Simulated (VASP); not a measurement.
# H2 in VASP: notebook

The runs below take H2 through single point, relaxation of the atoms, with PBE.

Everything below comes from runs of VASP 6.6.1. Logs are shortened: lines on timing, memory, paths and dates and some standing lists are left out, and cuts for length are marked.

## 1. The cell of the first run

The cell holds a molecule_in_box, 2 atoms: a = 11.000 Å, b = 11.500 Å, c = 12.000 Å, α = 90.00°, β = 90.00°, γ = 90.00°.

## 2. Single point, PBE

The input, INCAR:

```
SYSTEM = H
  PREC = Accurate
  ENCUT = 400
  EDIFF = 1E-6
  ISMEAR = 0
  SIGMA = 0.01
  LREAL = .False.
  LASPH = .True.
  NELM = 120
  ALGO = Normal
  ISIF = 2
  LWAVE = .False.
  LCHARG = .False.
  GGA = PE
  NBANDS = 8
  GGA_COMPAT = .False.
  NELMDL = -8
```

The input, KPOINTS:

```
Automatic mesh
0
Gamma
  1 1 1
  0 0 0
```

The input, POSCAR:

```
H
1.0
   11.0000000000      0.0000000000      0.0000000000
    0.0000000000     11.5000000000      0.0000000000
    0.0000000000      0.0000000000     12.0000000000
H
2
Direct
    0.5000000000      0.5000000000      0.4687400541
    0.5000000000      0.5000000000      0.5312599459
```

Potentials or basis: VASP PAW PBE potentials, release 64 (H).

Launch:

```bash
$ cat potpaw_PBE.64/H/POTCAR > POTCAR
$ mpirun -np 1 vasp_gam > vasp.out
```

OUTCAR:

```text
SYSTEM = H
   PREC = Accurate
   ENCUT = 400
   EDIFF = 1E-6
   ISMEAR = 0
   LREAL = .False.
   LASPH = .True.
   NELM = 120
   ISIF = 2
   GGA = PE
   NELMDL = -8

 ion  position               nearest neighbor table
   1  0.500  0.500  0.469-   2 0.75
   2  0.500  0.500  0.531-   1 0.75

  LATTYP: Found a simple orthorhombic cell.
 ALAT       =    11.0000000000
 B/A-ratio  =     1.0454545455
 C/A-ratio  =     1.0909090909

  Lattice vectors:

 A1 = (  11.0000000000,   0.0000000000,   0.0000000000)
 A2 = (   0.0000000000,  11.5000000000,   0.0000000000)
 A3 = (   0.0000000000,   0.0000000000,  12.0000000000)

Analysis of symmetry for initial positions (statically):
=====================================================================
 Subroutine PRICEL returns:
 Original cell was already a primitive cell.

 Routine SETGRP: Setting up the symmetry group for a
 simple orthorhombic supercell.

 Subroutine GETGRP returns: Found  8 space group operations
 (whereof  8 operations were pure point group operations)
 out of a pool of  8 trial point group operations.

The static configuration has the point symmetry D_2h.

Analysis of symmetry for dynamics (positions and initial velocities):
=====================================================================
 Subroutine PRICEL returns:
 Original cell was already a primitive cell.

 Routine SETGRP: Setting up the symmetry group for a
 simple orthorhombic supercell.

 Subroutine GETGRP returns: Found  8 space group operations
 (whereof  8 operations were pure point group operations)
 out of a pool of  8 trial point group operations.

The dynamic configuration has the point symmetry D_2h.

 Subroutine INISYM returns: Found  8 space group operations
 (whereof  8 operations are pure point group operations),
 and found     1 'primitive' translations

----------------------------------------------------------------------------------------

                                     Primitive cell

  volume of cell :    1518.0000

  direct lattice vectors                    reciprocal lattice vectors
    11.000000000  0.000000000  0.000000000     0.090909091  0.000000000  0.000000000
     0.000000000 11.500000000  0.000000000     0.000000000  0.086956522  0.000000000
     0.000000000  0.000000000 12.000000000     0.000000000  0.000000000  0.083333333

  length of vectors
    11.000000000 11.500000000 12.000000000     0.090909091  0.086956522  0.083333333

  position of ions in fractional coordinates (direct lattice)
     0.500000000  0.500000000  0.468740054
     0.500000000  0.500000000  0.531259946

  ion indices of the primitive-cell ions
   primitive index   ion index
                 1           1
                 2           2

----------------------------------------------------------------------------------------

 KPOINTS: Automatic mesh

Automatic generation of k-mesh.
 Grid dimensions read from file:
 generate k-points for:    1    1    1

 Generating k-lattice:

  Cartesian coordinates                     Fractional coordinates (reciprocal lattice)
     0.090909091  0.000000000  0.000000000     1.000000000  0.000000000  0.000000000
     0.000000000  0.086956522  0.000000000     0.000000000  1.000000000  0.000000000
     0.000000000  0.000000000  0.083333333     0.000000000  0.000000000  1.000000000

  Length of vectors
     0.090909091  0.086956522  0.083333333

  Shift w.r.t. Gamma in fractional coordinates (k-lattice)
     0.000000000  0.000000000  0.000000000

 Subroutine IBZKPT returns following result:
 ===========================================

 Found      1 irreducible k-points:

 Following reciprocal coordinates:
            Coordinates               Weight
  0.000000  0.000000  0.000000      1.000000
   k-points           NKPTS =      1   k-points in BZ     NKDIM =      1   number of bands    NBANDS=      8
   number of dos      NEDOS =    301   number of ions     NIONS =      2
   total plane-waves  NPLWV = 460800
   dimension x,y,z NGX =    72 NGY =   80 NGZ =   80
   dimension x,y,z NGXF=   144 NGYF=  160 NGZF=  160
   ions per type =               2
   NGX,Y,Z   is equivalent  to a cutoff of  10.88, 11.56, 11.08 a.u.
   NGXF,Y,Z  is equivalent  to a cutoff of  21.76, 23.13, 22.17 a.u.
 SYSTEM =  H
   PREC   = accura    normal or accurate (medium, high low for compatibility)
   ISTART =      0    job   : 0-new  1-cont  2-samecut
   ICHARG =      2    charge: 1-file 2-atom 10-const
   ISPIN  =      1    spin polarized calculation?
   LNONCOLLINEAR =      F non collinear calculations
   LSORBIT =      F    spin-orbit coupling
   LASPH  =      T    aspherical Exc in radial PAW
   ENCUT  =  400.0 eV  29.40 Ry    5.42 a.u.  17.94 18.75 19.57*2*pi/ulx,y,z
   NELM   =    120;   NELMIN=  2; NELMDL= -8     # of ELM steps
   EDIFF  = 0.1E-05   stopping-criterion for ELM
   LREAL  =      F    real-space projection
   EDIFFG = 0.1E-04   stopping-criterion for IOM
   NSW    =      0    number of steps for IOM
   IBRION =     -1    ionic relax: 0-MD 1-quasi-New 2-CG
   NFREE  =      0    steps in history (QN), initial steepest desc. (CG)
   ISIF   =      2    stress and relaxation
   ISYM   =      2    0-nonsym 1-usesym 2-fastsym
   POTIM  = 0.5000    time-step for ionic-motion
   TEBEG  =    0.0;   TEEND  =   0.0 temperature during run
   PSTRESS=    0.0 pullay stress
   NELECT =       2.0000    total number of electrons
   NUPDOWN=      -1.0000    fix difference up-down
   EMIN   =  10.00;   EMAX   =-10.00  energy-range for DOS
   EFERMI =   0.00;   METHOD = LEGACY
   ISMEAR =     0;   SIGMA  =   0.01  broadening in eV -4-tet -1-fermi 0-gaus
   EFERMI_NEDOS =   21; number of points for ismear=-14 and -15
   IALGO  =     38    algorithm
   IMIX   =      4    mixing-type and parameters
     AMIX     =   0.40;   BMIX     =  1.00
     AMIX_MAG =   1.60;   BMIX_MAG =  1.00
  volume/ion in A,a.u.               =     759.00      5121.98
  Fermi-wavevector in a.u.,A,eV,Ry     =   0.179471  0.339151  0.438241  0.032210
  Thomas-Fermi vector in A             =   0.903340
   LORBIT       =      0    0 simple, 1 ext, 2 COOP (PROOUT), +10 PAW based schemes
   GGA     = PE    functional components
   LHFCALC =     F    Hartree Fock is set to
   AEXX    =    0.0000 exact exchange contribution
   IVDW    =     0    specifies the selected vdW correction
   LEPSILON=     F    determine dielectric tensor
   LRPA    =     F    only Hartree local field effects (RPA)
 non-spin polarized calculation
 Gauss-broadening in eV      SIGMA  =   0.01
  energy-cutoff  :      400.00
  volume of cell :     1518.00
 maximum number of plane-waves:     13783
 NGX is ok and might be reduce to    70
   NGX = 35   NGY = 37   NGZ = 39

 number of electron       1.9999998 magnetization

 Free energy of the ion-electron system (eV)
  ---------------------------------------------------
  ext. energy  EPLUGINS =         0.00000000
  ---------------------------------------------------
  free energy    TOTEN  =        -6.76012617 eV

  energy without entropy =       -6.76012617  energy(sigma->0) =       -6.76012617

 E-fermi : -10.2427     XC(G=0):  -0.2725

 val. band max:      -10.3103701635   @ k =   0.0000   0.0000   0.0000
 cond. band min:      -0.1377374706   @ k =   0.0000   0.0000   0.0000
 fundamental gap:     10.1726326929
 Fermi energy:       -10.2426672999

 k-point     1 :       0.0000    0.0000    0.0000
  band No.  band energies     occupation
      1     -10.3104      2.00000
      2      -0.1377      0.00000
      3       0.2736      0.00000
      4       0.7638      0.00000
      5       0.8362      0.00000
      6       0.9175      0.00000
      7       1.0301      0.00000
      8       1.1324      0.00000

------------------------ aborting loop because EDIFF is reached ----------------------------------------

  FORCE on cell =-STRESS in cart. coord.  units (eV):
  Direction    XX          YY          ZZ          XY          YZ          ZX
  --------------------------------------------------------------------------------------
  -------------------------------------------------------------------------------------
  Total       -0.1226832     -0.1205084     -0.1444456      0.0000000      0.0000000      0.0000000
  in kB       -0.1294863     -0.1271909     -0.1524555      0.0000000      0.0000000      0.0000000
  external PRESSURE =      -0.1363776 kB  Pullay stress =       0.0000000 kB

 VOLUME and BASIS-vectors are now :
 -----------------------------------------------------------------------------
  energy-cutoff  :      400.00
  volume of cell :     1518.00
      direct lattice vectors                 reciprocal lattice vectors
    11.000000000  0.000000000  0.000000000     0.090909091  0.000000000  0.000000000
     0.000000000 11.500000000  0.000000000     0.000000000  0.086956522  0.000000000
     0.000000000  0.000000000 12.000000000     0.000000000  0.000000000  0.083333333

 POSITION                                       TOTAL-FORCE (eV/Angst)
 -----------------------------------------------------------------------------------
      5.50000      5.75000      5.62488         0.000000      0.000000     -0.012547
      5.50000      5.75000      6.37512         0.000000      0.000000      0.012547
 -----------------------------------------------------------------------------------
    total drift:                                0.000000      0.000000      0.000000

  FREE ENERGIE OF THE ION-ELECTRON SYSTEM (eV)
  ---------------------------------------------------
  free  energy   TOTEN  =        -6.7601261713 eV

  energy  without entropy=       -6.7601261713  energy(sigma->0) =       -6.76012617
```

Wall time 42 s (1 thread of AMD EPYC 7R43 (Zen 3), shared host); peak memory 0.74 GiB.

What came out:

| Item | Value |
| --- | --- |
| Free energy | -6.7601 eV |
| Largest force | 0.013 eV/Å |
| Gap between the frontier levels | 10.17 eV |

Forces on the atoms (eV/Å):
```
H    0.000  0.000 -0.013
H    0.000  0.000  0.013
```

## 3. Relaxation of the atoms, PBE

The input, INCAR:

```
PREC = Accurate ; ENCUT = 450
EDIFF = 1E-7 ; ISMEAR = 0
SIGMA = 0.01 ; LREAL = False
LASPH = True ; NELM = 120
ALGO = Normal ; ISIF = 2
LWAVE = False ; LCHARG = False
GGA = PE ; IBRION = 2
NSW = 50 ; EDIFFG = -0.005
GGA_COMPAT = False ; NELMIN = 4
NELMDL = -8
```

The input, KPOINTS:

```
regular mesh
0
Gamma
  1 1 1
```

The input, POSCAR:

```
H
1.0
   11.0000000000      0.0000000000      0.0000000000
    0.0000000000     11.5000000000      0.0000000000
    0.0000000000      0.0000000000     12.0000000000
H
2
Direct
    0.5000000000      0.5000000000      0.4687500000
    0.5000000000      0.5000000000      0.5312500000
```

Potentials or basis: VASP PAW PBE potentials, release 64 (H).

Launch:

```bash
$ cat potpaw_PBE.64/H/POTCAR > POTCAR
$ mpirun -np 1 vasp_gam > vasp.out
```

OUTCAR:

```text
PREC = Accurate
   ENCUT = 450
   EDIFF = 1E-7
   ISMEAR = 0
   LREAL = False
   LASPH = True
   NELM = 120
   ISIF = 2
   GGA = PE
   IBRION = 2
   NSW = 50
   EDIFFG = -0.005
   NELMIN = 4
   NELMDL = -8

 ion  position               nearest neighbor table
   1  0.500  0.500  0.469-   2 0.75
   2  0.500  0.500  0.531-   1 0.75

  LATTYP: Found a simple orthorhombic cell.
 ALAT       =    11.0000000000
 B/A-ratio  =     1.0454545455
 C/A-ratio  =     1.0909090909

  Lattice vectors:

 A1 = (  11.0000000000,   0.0000000000,   0.0000000000)
[... 158 lines left out ...]

  FORCE on cell =-STRESS in cart. coord.  units (eV):
  Direction    XX          YY          ZZ          XY          YZ          ZX
  --------------------------------------------------------------------------------------
  -------------------------------------------------------------------------------------
  Total       -0.0679457     -0.0679520     -0.0804429      0.0000000      0.0000000      0.0000000
  in kB       -0.0717134     -0.0717201     -0.0849037      0.0000000      0.0000000      0.0000000
  external PRESSURE =      -0.0761124 kB  Pullay stress =       0.0000000 kB
[... 59 lines left out ...]
--------------------------------------- Ionic step        3  -------------------------------------------

 number of electron       2.0000001 magnetization

 Free energy of the ion-electron system (eV)
  ---------------------------------------------------
  ext. energy  EPLUGINS =         0.00000000
  ---------------------------------------------------
  free energy    TOTEN  =        -6.76766371 eV

  energy without entropy =       -6.76766371  energy(sigma->0) =       -6.76766371

 E-fermi : -10.2467     XC(G=0):  -0.2521

 val. band max:      -10.3130685686   @ k =   0.0000   0.0000   0.0000
 cond. band min:      -0.1217903632   @ k =   0.0000   0.0000   0.0000
 fundamental gap:     10.1912782054
 Fermi energy:       -10.2467167037

 k-point     1 :       0.0000    0.0000    0.0000
  band No.  band energies     occupation
      1     -10.3131      2.00000
      2      -0.1218      0.00000
      3       0.2744      0.00000
      4       0.7683      0.00000
      5       0.9013      0.00000
[... 27 lines left out ...]
  FREE ENERGIE OF THE ION-ELECTRON SYSTEM (eV)
  ---------------------------------------------------
  free  energy   TOTEN  =        -6.7676637137 eV

  energy  without entropy=       -6.7676637137  energy(sigma->0) =       -6.76766371

 reached required accuracy - stopping structural energy minimisation
```

It took 85 s on 1 thread of AMD EPYC 7R43 (Zen 3), shared host; peak memory 0.91 GiB.

Results:

```yaml
Free_energy: -6.7677 eV
Energy_gained_by_relaxing: 0.0 meV/atom
Ionic_steps: 3
Gap_between_the_frontier_levels: 10.19 eV
```

Final structure:
```
H
1.0
    11.00000    0.00000    0.00000
     0.00000   11.50000    0.00000
     0.00000    0.00000   12.00000
H
2
Cartesian
  5.5000 5.7500 5.6249
  5.5000 5.7500 6.3751
```
